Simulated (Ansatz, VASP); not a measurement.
**Sn4Te in VASP and in Ansatz**

```
Sn Te
1.0
     6.09540    0.00000    0.00000
     0.00000    6.09540    0.00000
     0.00000    0.00000    4.66202
Sn Te
4 1
Direct
  0.70787 0.70787 0.00000
  0.29213 0.29213 0.00000
  0.70787 0.29213 0.00000
  0.29213 0.70787 0.00000
  0.50000 0.50000 0.50000
```

Alike in both runs: task single point; functional PBE; k mesh 4 × 4 × 4; occupations gaussian, width 0.1 eV; no spin polarisation.

```csv
,VASP,Ansatz
version,VASP 6.6.1,Ansatz 0.2.0
potentials or method,"VASP PAW PBE potentials, release 64 (Sn_d, Te), cutoff 520 eV","scalar-relativistic, plane waves, PAW"
valence electrons in the cell,62,72
```

|  | VASP | Ansatz | Ansatz less VASP |
| --- | --- | --- | --- |
| gap on the k mesh at the Fermi level (eV) | none | none | - |
| pressure (GPa) | 18.3 | 18.3 | 0.00 |
| traceless stress, the component that is largest in VASP (GPa) | -1.05 | -1.08 | -0.033 |
| rms of the force components (eV/Å) | 3.163 | 3.156 | -0.0062 |

Atom by atom the forces differ by 0.006 eV/Å (rms over components). A gap of «none» marks a metal or a gap that the smearing closes. VASP's potentials hold 62 valence electrons a cell and Ansatz's 72, so a difference there can come from the potentials and not from the codes.

Spin-orbit coupling is off throughout.
